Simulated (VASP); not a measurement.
A run of VASP 6.6.1 is set up as follows.

The input INCAR:

```
SYSTEM = AlGa3N4
ALGO = Normal
EDIFF = 1E-6
ENCUT = 520
GGA = CA
ISIF = 2
ISMEAR = 0
LASPH = .True.
LCHARG = .False.
LREAL = .False.
LWAVE = .False.
NBANDS = 41
NELM = 100
PREC = Accurate
SIGMA = 0.05
```

The input KPOINTS:

```
k-points
0
Gamma
  6 6 6
  0 0 0
```

File POSCAR:

```
AlGa3N4
1.0
    4.6512233263      0.0000000000      0.0000000000
    0.0000000000      4.6512233263      0.0000000000
    0.0000000000      0.0000000000      4.6512233263
Al Ga N
1 3 4
Direct
    0.0000000000      0.0000000000      0.0000000000
    0.5000000000      0.5000000000      0.0000000000
    0.5000000000      0.0000000000      0.5000000000
    0.0000000000      0.5000000000      0.5000000000
    0.7548078379      0.7548078379      0.2451921621
    0.7548078379      0.2451921621      0.7548078379
    0.2451921621      0.7548078379      0.7548078379
    0.2451921621      0.2451921621      0.2451921621
```

Potentials or basis: VASP PAW LDA potentials, release 64 (Al, Ga_d, N).

The run is started by

```bash
$ cat potpaw_LDA.64/Al/POTCAR potpaw_LDA.64/Ga_d/POTCAR potpaw_LDA.64/N/POTCAR > POTCAR
$ mpirun -np 1 vasp_std > vasp.out
```

Predict the largest force.

0.024 eV/Å.

Predict the pressure.

-21.5 GPa.

Estimate the band gap on the k mesh.

1.54 eV, direct.

Forces in eV/Å, atoms in the order of the input:
```
Al   0.000  0.000  0.000
Ga   0.000  0.000  0.000
Ga   0.000  0.000  0.000
Ga   0.000  0.000  0.000
N    0.014  0.014 -0.014
N    0.014 -0.014  0.014
N   -0.014  0.014  0.014
N   -0.014 -0.014 -0.014
```

Expect the measured gap to be larger: semilocal functionals such as LDA lack the derivative discontinuity.
